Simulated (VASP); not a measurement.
Input of a VASP 6.6.1 run:

The input POSCAR:

```
NiO
1.0
    0.0000000000      2.0658712295      2.0658712295
    2.0658712295      0.0000000000      2.0658712295
    2.0658712295      2.0658712295      0.0000000000
Ni O
1 1
Direct
    0.0000000000      0.0000000000      0.0000000000
    0.5000000000      0.5000000000      0.5000000000
```

Contents of INCAR.step1:

```
ALGO = Normal
EDIFF = 1E-4
ENCUT = 520
GGA = PE
ISMEAR = -1
LASPH = True
LCHARG = False
LREAL = False
LWAVE = True
NBANDS = 15
NELM = 100
PREC = Accurate
SIGMA = 0.1
```

INCAR.step2

```
ALGO = Normal
EDIFF = 1E-6
ENCUT = 520
ISIF = 2
ISMEAR = -1
ISTART = 1
LASPH = True
LCHARG = False
LMIXTAU = True
LREAL = False
LWAVE = False
METAGGA = R2SCAN
NBANDS = 15
NELM = 100
PREC = Accurate
SIGMA = 0.1
```

KPOINTS

```
k-points
0
Gamma
  14 14 14
```

Potentials or basis: VASP PAW PBE potentials, release 64 (Ni, O).

Command:

```bash
$ cat potpaw_PBE.64/Ni/POTCAR potpaw_PBE.64/O/POTCAR > POTCAR
$ cp INCAR.step1 INCAR
$ mpirun -np 1 vasp_std > vasp.out
$ cp INCAR.step2 INCAR
$ mpirun -np 1 vasp_std > vasp.out
```

Q: Estimate the band gap on the k mesh.

A: Zero (band 8 reaches 9.67 eV, above the bottom of band 9 at 6.70 eV).

Q: What does it give for the pressure?

A: -2.9 GPa.

Caveat: the PAW data sets were made with another functional, which shifts forces and pressure a little; the run has no spin polarisation, though such a crystal can be magnetic; semilocal functionals often make such compounds metallic where correlation or magnetic order opens a gap, which also shifts bond lengths. Spin polarisation is off, so any magnetic state and its effect on volume and gap are missing.
